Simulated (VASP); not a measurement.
# CoSi (P2_13) in VASP: single point with PBE

Aim: the single point of CoSi with PBE.

Program: VASP 6.6.1. These are calculated values, not measurements. Logs are shortened: lines on timing, memory, paths and dates and some standing lists are left out, and cuts for length are marked.

## Step 1: The cell of the first run

It takes space group P2_13 (No. 198, cubic). Conventional cell: a = 4.431 Å, b = 4.431 Å, c = 4.431 Å, α = 90.00°, β = 90.00°, γ = 90.00°. Co (site symmetry 3) has 7 Si at 2.32 to 2.43 Å and 6 Co at 2.72 Å within 3.1 Å. Within 3.1 Å of Si (site symmetry 3) lie 7 Co at 2.32 to 2.43 Å and 6 Si at 2.74 Å.

## Step 2: Single point, PBE

POSCAR reads:

```
CoSi
1.0
    4.4308434880      0.0000000000      0.0000000000
    0.0000000000      4.4308434880      0.0000000000
    0.0000000000      0.0000000000      4.4308434880
Co Si
4 4
Direct
    0.1450204866      0.1450204866      0.1450204866
    0.3549795134      0.8549795134      0.6450204866
    0.6450204866      0.3549795134      0.8549795134
    0.8549795134      0.6450204866      0.3549795134
    0.8431592503      0.8431592503      0.8431592503
    0.6568407497      0.1568407497      0.3431592503
    0.3431592503      0.6568407497      0.1568407497
    0.1568407497      0.3431592503      0.6568407497
```

INCAR.step1 reads:

```
SYSTEM = CoSi
PREC = Accurate ; ENCUT = 520
EDIFF = 1E-6 ; ISMEAR = 0
SIGMA = 0.1 ; LREAL = .FALSE.
LASPH = .TRUE. ; NELM = 120
ALGO = Normal ; ISIF = 2
LWAVE = .FALSE. ; LCHARG = .TRUE.
LMAXMIX = 4 ; GGA = PE
NBANDS = 36 ; GGA_COMPAT = .FALSE.
NEDOS = 2001 ; LORBIT = 11
```

KPOINTS.step1 reads:

```
regular mesh
0
G
  8 8 8
  0 0 0
```

INCAR.step2 reads:

```
SYSTEM = CoSi
PREC = Accurate ; ENCUT = 520
EDIFF = 1E-6 ; ISMEAR = -5
SIGMA = 0.1 ; LREAL = .FALSE.
LASPH = .TRUE. ; NELM = 120
ALGO = Normal ; ISIF = 2
LWAVE = .FALSE. ; LCHARG = .FALSE.
LMAXMIX = 4 ; GGA = PE
LORBIT = 11 ; NEDOS = 2001
ICHARG = 11 ; GGA_COMPAT = .FALSE.
```

KPOINTS.step2 reads:

```
regular mesh
0
G
  12 12 12
  0 0 0
```

Potentials or basis: VASP PAW PBE potentials, release 64 (Co, Si).

Launch:

```
$ cat potpaw_PBE.64/Co/POTCAR potpaw_PBE.64/Si/POTCAR > POTCAR
$ cp INCAR.step1 INCAR
$ cp KPOINTS.step1 KPOINTS
$ mpirun -np 1 vasp_std > vasp.out
$ cp INCAR.step2 INCAR
$ cp KPOINTS.step2 KPOINTS
$ mpirun -np 1 vasp_std > vasp.out
```

OUTCAR:

```text
SYSTEM = CoSi
   PREC = Accurate
   ENCUT = 520
   EDIFF = 1E-6
   ISMEAR = -5
   LREAL = .FALSE.
   LASPH = .TRUE.
   NELM = 120
   ISIF = 2
   GGA = PE
   LORBIT = 11
   ICHARG = 11

 ion  position               nearest neighbor table
   1  0.145  0.145  0.145-   5 2.32   6 2.34   7 2.34   8 2.34   7 2.43   8 2.43   6 2.43   3 2.72
                             4 2.72   2 2.72   2 2.72   4 2.72   3 2.72
   2  0.355  0.855  0.645-   6 2.32   5 2.34   7 2.34   8 2.34   7 2.43   8 2.43   5 2.43   1 2.72
                             1 2.72   3 2.72   3 2.72   4 2.72   4 2.72
   3  0.645  0.355  0.855-   7 2.32   6 2.34   5 2.34   8 2.34   8 2.43   6 2.43   5 2.43   1 2.72
                             4 2.72   2 2.72   2 2.72   4 2.72   1 2.72
   4  0.855  0.645  0.355-   8 2.32   6 2.34   7 2.34   5 2.34   6 2.43   5 2.43   7 2.43   1 2.72
                             3 2.72   2 2.72   1 2.72   2 2.72   3 2.72
   5  0.843  0.843  0.843-   1 2.32   2 2.34   3 2.34   4 2.34   3 2.43   4 2.43   2 2.43   6 2.74
                             8 2.74   6 2.74   8 2.74   7 2.74   7 2.74
   6  0.657  0.157  0.343-   2 2.32   1 2.34   3 2.34   4 2.34   3 2.43   4 2.43   1 2.43   5 2.74
                             5 2.74   7 2.74   7 2.74   8 2.74   8 2.74
   7  0.343  0.657  0.157-   3 2.32   2 2.34   1 2.34   4 2.34   4 2.43   2 2.43   1 2.43   6 2.74
                             8 2.74   8 2.74   6 2.74   5 2.74   5 2.74
   8  0.157  0.343  0.657-   4 2.32   2 2.34   3 2.34   1 2.34   2 2.43   1 2.43   3 2.43   5 2.74
                             7 2.74   5 2.74   7 2.74   6 2.74   6 2.74

  LATTYP: Found a simple cubic cell.
 ALAT       =     4.4308434880

  Lattice vectors:

 A1 = (   4.4308434880,   0.0000000000,   0.0000000000)
 A2 = (   0.0000000000,   4.4308434880,   0.0000000000)
 A3 = (   0.0000000000,   0.0000000000,   4.4308434880)

Analysis of symmetry for initial positions (statically):
=====================================================================
 Subroutine PRICEL returns:
 Original cell was already a primitive cell.

 Routine SETGRP: Setting up the symmetry group for a
 simple cubic supercell.

 Subroutine GETGRP returns: Found 12 space group operations
 (whereof  3 operations were pure point group operations)
 out of a pool of 48 trial point group operations.

The static configuration has the point symmetry C_3 .
 The point group associated with its full space group is T   .

Analysis of symmetry for dynamics (positions and initial velocities):
=====================================================================
 Subroutine PRICEL returns:
 Original cell was already a primitive cell.

 Routine SETGRP: Setting up the symmetry group for a
 simple cubic supercell.

 Subroutine GETGRP returns: Found 12 space group operations
 (whereof  3 operations were pure point group operations)
 out of a pool of 48 trial point group operations.

The dynamic configuration has the point symmetry C_3 .
 The point group associated with its full space group is T   .

 Subroutine INISYM returns: Found 12 space group operations
 (whereof  3 operations are pure point group operations),
 and found     1 'primitive' translations

----------------------------------------------------------------------------------------

                                     Primitive cell

  volume of cell :      86.9880

  direct lattice vectors                    reciprocal lattice vectors
     4.430843488  0.000000000  0.000000000     0.225690662  0.000000000  0.000000000
     0.000000000  4.430843488  0.000000000     0.000000000  0.225690662  0.000000000
     0.000000000  0.000000000  4.430843488     0.000000000  0.000000000  0.225690662

  length of vectors
     4.430843488  4.430843488  4.430843488     0.225690662  0.225690662  0.225690662

  position of ions in fractional coordinates (direct lattice)
     0.145020487  0.145020487  0.145020487
     0.354979513  0.854979513  0.645020487
     0.645020487  0.354979513  0.854979513
     0.854979513  0.645020487  0.354979513
     0.843159250  0.843159250  0.843159250
     0.656840750  0.156840750  0.343159250
     0.343159250  0.656840750  0.156840750
     0.156840750  0.343159250  0.656840750

  ion indices of the primitive-cell ions
   primitive index   ion index
                 1           1
                 2           2
                 3           3
                 4           4
                 5           5
                 6           6
                 7           7
                 8           8

----------------------------------------------------------------------------------------

 KPOINTS: regular mesh

Automatic generation of k-mesh.
 Grid dimensions read from file:
 generate k-points for:   12   12   12

 Generating k-lattice:

  Cartesian coordinates                     Fractional coordinates (reciprocal lattice)
     0.018807555  0.000000000  0.000000000     0.083333333  0.000000000  0.000000000
     0.000000000  0.018807555  0.000000000     0.000000000  0.083333333  0.000000000
     0.000000000  0.000000000  0.018807555     0.000000000  0.000000000  0.083333333

  Length of vectors
     0.018807555  0.018807555  0.018807555

  Shift w.r.t. Gamma in fractional coordinates (k-lattice)
     0.000000000  0.000000000  0.000000000

 TETIRR: Found   1645 inequivalent tetrahedra from    10368

 Subroutine IBZKPT returns following result:
 ===========================================

 Found    119 irreducible k-points:

 Following reciprocal coordinates:
            Coordinates               Weight
  0.000000  0.000000  0.000000      1.000000
  0.083333  0.000000  0.000000      6.000000
  0.166667  0.000000  0.000000      6.000000
  0.250000  0.000000  0.000000      6.000000
  0.333333  0.000000  0.000000      6.000000
  0.416667  0.000000  0.000000      6.000000
[... 16 lines left out ...]
 -0.166667  0.333333  0.000000     12.000000
  0.416667  0.166667  0.000000     12.000000
 [... further k-points ...]
   k-points           NKPTS =    119   k-points in BZ     NKDIM =    119   number of bands    NBANDS=     31
   number of dos      NEDOS =   2001   number of ions     NIONS =      8
   total plane-waves  NPLWV =  46656
   dimension x,y,z NGX =    36 NGY =   36 NGZ =   36
   dimension x,y,z NGXF=    72 NGYF=   72 NGZF=   72
   ions per type =               4   4
   NGX,Y,Z   is equivalent  to a cutoff of  13.51, 13.51, 13.51 a.u.
   NGXF,Y,Z  is equivalent  to a cutoff of  27.01, 27.01, 27.01 a.u.
 SYSTEM =  CoSi
   PREC   = accura    normal or accurate (medium, high low for compatibility)
   ISTART =      0    job   : 0-new  1-cont  2-samecut
   ICHARG =     11    charge: 1-file 2-atom 10-const
   ISPIN  =      1    spin polarized calculation?
   LNONCOLLINEAR =      F non collinear calculations
   LSORBIT =      F    spin-orbit coupling
   LASPH  =      T    aspherical Exc in radial PAW
   ENCUT  =  520.0 eV  38.22 Ry    6.18 a.u.   8.24  8.24  8.24*2*pi/ulx,y,z
   NELM   =    120;   NELMIN=  2; NELMDL=  0     # of ELM steps
   EDIFF  = 0.1E-05   stopping-criterion for ELM
   LREAL  =      F    real-space projection
   EDIFFG = 0.1E-04   stopping-criterion for IOM
   NSW    =      0    number of steps for IOM
   IBRION =     -1    ionic relax: 0-MD 1-quasi-New 2-CG
   NFREE  =      0    steps in history (QN), initial steepest desc. (CG)
   ISIF   =      2    stress and relaxation
   ISYM   =      2    0-nonsym 1-usesym 2-fastsym
   POTIM  = 0.5000    time-step for ionic-motion
   TEBEG  =    0.0;   TEEND  =   0.0 temperature during run
   PSTRESS=    0.0 pullay stress
   NELECT =      52.0000    total number of electrons
   NUPDOWN=      -1.0000    fix difference up-down
   EMIN   =  10.00;   EMAX   =-10.00  energy-range for DOS
   EFERMI =   0.00;   METHOD = LEGACY
   ISMEAR =    -5;   SIGMA  =   0.10  broadening in eV -4-tet -1-fermi 0-gaus
   EFERMI_NEDOS =   21; number of points for ismear=-14 and -15
   IALGO  =     38    algorithm
   IMIX   =      4    mixing-type and parameters
     AMIX     =   0.40;   BMIX     =  1.00
     AMIX_MAG =   1.60;   BMIX_MAG =  1.00
  volume/ion in A,a.u.               =      10.87        73.38
  Fermi-wavevector in a.u.,A,eV,Ry     =   1.379080  2.606084 25.876408  1.901862
  Thomas-Fermi vector in A             =   2.504083
   LORBIT       =     11    0 simple, 1 ext, 2 COOP (PROOUT), +10 PAW based schemes
   GGA     = PE    functional components
   LHFCALC =     F    Hartree Fock is set to
   AEXX    =    0.0000 exact exchange contribution
   IVDW    =     0    specifies the selected vdW correction
   LEPSILON=     F    determine dielectric tensor
   LRPA    =     F    only Hartree local field effects (RPA)
 non-spin polarized calculation
 Fermi weights with tetrahedron method with Bloechl corrections
  energy-cutoff  :      520.00
  volume of cell :       86.99
 maximum number of plane-waves:      2367
 NGX is ok and might be reduce to    36

 number of electron      52.0000004 magnetization

 Free energy of the ion-electron system (eV)
  ---------------------------------------------------
  ext. energy  EPLUGINS =         0.00000000
  ---------------------------------------------------
  free energy    TOTEN  =       -54.74795503 eV

  energy without entropy =      -54.74795503  energy(sigma->0) =      -54.74795503

 E-fermi :  12.0824     XC(G=0): -12.8670

 val. band max:       12.0991747135   @ k =   0.0000   0.0000   0.0000
 cond. band min:      12.0929914555   @ k =   0.0833   0.0833   0.0000
 fundamental gap:     -0.0061832580
 Fermi energy:        12.0823525681

 k-point     1 :       0.0000    0.0000    0.0000
  band No.  band energies     occupation
      1      -1.5642      2.00000
      2       3.9299      2.00000
      3       3.9299      2.00000
      4       3.9299      2.00000
      5       6.6303      2.00000
      6       6.6303      2.00000
[... 23 lines left out ...]
     30      14.5990      0.00000
     31      15.0176      0.00000

 k-point     2 :       0.0833    0.0000    0.0000
  band No.  band energies     occupation
      1      -1.5124      2.00000
      2       3.4281      2.00000
      3       3.9631      2.00000
      4       4.3287      2.00000
      5       6.3118      2.00000
      6       6.6622      2.00000
[... 23 lines left out ...]
     30      14.7124      0.00000
     31      14.7613      0.00000

 k-point     3 :       0.1667    0.0000    0.0000
  band No.  band energies     occupation
      1      -1.3577      2.00000
      2       2.8229      2.00000
      3       4.0615      2.00000
      4       4.6609      2.00000
      5       6.1095      2.00000
      6       6.7488      2.00000
[... 703 lines left out ...]
     30      14.3895      0.00000
     31      14.8857      0.00000

 k-point    24 :       0.4167    0.1667    0.0000
  band No.  band energies     occupation
      1      -0.1116      2.00000
      2       0.9935      2.00000
      3       4.0380      2.00000
      4       4.7747      2.00000
      5       6.2674      2.00000
      6       6.5113      2.00000
[... 23 lines left out ...]
     30      14.0267      0.00000
     31      15.0059      0.00000

 [... further k-points ...]

------------------------ aborting loop because EDIFF is reached ----------------------------------------

  FORCE on cell =-STRESS in cart. coord.  units (eV):
  Direction    XX          YY          ZZ          XY          YZ          ZX
  --------------------------------------------------------------------------------------
  -------------------------------------------------------------------------------------
  Total       -0.1632750     -0.1632750     -0.1632750      0.0000000      0.0000000      0.0000000
  in kB       -3.0072611     -3.0072611     -3.0072611      0.0000000      0.0000000      0.0000000
  external PRESSURE =      -3.0072611 kB  Pullay stress =       0.0000000 kB

 VOLUME and BASIS-vectors are now :
 -----------------------------------------------------------------------------
  energy-cutoff  :      520.00
  volume of cell :       86.99
      direct lattice vectors                 reciprocal lattice vectors
     4.430843488  0.000000000  0.000000000     0.225690662  0.000000000  0.000000000
     0.000000000  4.430843488  0.000000000     0.000000000  0.225690662  0.000000000
     0.000000000  0.000000000  4.430843488     0.000000000  0.000000000  0.225690662

 POSITION                                       TOTAL-FORCE (eV/Angst)
 -----------------------------------------------------------------------------------
      0.64256      0.64256      0.64256         0.001741      0.001741      0.001741
      1.57286      3.78828      2.85798        -0.001741     -0.001741      0.001741
      2.85798      1.57286      3.78828         0.001741     -0.001741     -0.001741
      3.78828      2.85798      1.57286        -0.001741      0.001741     -0.001741
      3.73591      3.73591      3.73591         0.003318      0.003318      0.003318
      2.91036      0.69494      1.52048        -0.003318     -0.003318      0.003318
      1.52048      2.91036      0.69494         0.003318     -0.003318     -0.003318
      0.69494      1.52048      2.91036        -0.003318      0.003318     -0.003318
 -----------------------------------------------------------------------------------
    total drift:                               -0.000000      0.000000      0.000000

  FREE ENERGIE OF THE ION-ELECTRON SYSTEM (eV)
  ---------------------------------------------------
  free  energy   TOTEN  =       -54.7479550254 eV

  energy  without entropy=      -54.7479550254  energy(sigma->0) =      -54.74795503

 total charge

# of ion       s       p       d       tot
------------------------------------------
    1        0.436   0.617   7.565   8.618
    2        0.436   0.617   7.565   8.618
    3        0.436   0.617   7.565   8.618
    4        0.436   0.617   7.565   8.618
    5        0.725   0.884   0.000   1.609
    6        0.725   0.884   0.000   1.609
    7        0.725   0.884   0.000   1.609
    8        0.725   0.884   0.000   1.609
--------------------------------------------------
tot          4.645   6.004  30.258  40.907
```

Wall time 3.7 min (1 thread of AMD EPYC 9R45 (Zen 5), shared host); peak memory 0.35 GiB.

Results:

* Valence electrons inside the program's atomic spheres: Co 8.62; Si 1.61

Levels at points of the mesh, in eV from the Fermi level:
```tsv
k point	band 24	band 25	band 26	band 27	band 28	band 29
(0.00, 0.00, 0.00)	-0.75	0.02	0.02	0.02	2.52	2.52
(0.50, 0.00, 0.00)	-0.62	-0.46	-0.46	1.03	1.03	1.51
(0.50, 0.50, 0.00)	-0.97	-0.01	-0.01	0.61	0.61	2.03
(0.50, 0.50, 0.50)	-1.19	-0.20	-0.20	-0.20	-0.20	5.43
```

Caveat: the run has no spin polarisation, though such a crystal can be magnetic. Spin polarisation is off, so any magnetic state and its effect on volume and gap are missing.
